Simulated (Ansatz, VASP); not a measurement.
Two plane-wave programs on BaTe

```
CELL_PARAMETERS angstrom
0.00000 3.41000 3.41000
3.41000 0.00000 3.41000
3.41000 3.41000 0.00000
ATOMIC_POSITIONS crystal
Ba 0.50000 0.50000 0.50000
Te 0.00000 0.00000 0.00000
```

Alike in both runs: task single point; functional PBE-based screened hybrid with a share of 0.25 of exact exchange and HFSCREEN = 0.1; k mesh 4 × 4 × 4; occupations gaussian, width 0.05 eV; no spin polarisation.

|  | VASP | Ansatz |
| --- | --- | --- |
| version | VASP 6.6.1 | Ansatz 0.2.0 |
| potentials or method | VASP PAW PBE potentials, release 64 (Ba_sv, Te), cutoff 520 eV | scalar-relativistic, plane waves, PAW |
| valence electrons in the cell | 16 | 26 |

|  | VASP | Ansatz | Ansatz less VASP |
| --- | --- | --- | --- |
| gap on the k mesh at the Fermi level (eV) | 2.33 | 2.39 | +0.059 |
| least direct gap on the mesh (eV) | 2.77 | 2.80 | +0.028 |
| pressure (GPa) | 3.9 | 3.6 | -0.26 |

VASP's potentials were made for PBE, not for PBE-based screened hybrid. VASP's potentials hold 16 valence electrons a cell and Ansatz's 26, so a difference there can come from the potentials and not from the codes. Ansatz's warnings: stress exchange threshold loose, stress scf threshold loose.

Neither program's run includes spin-orbit coupling.
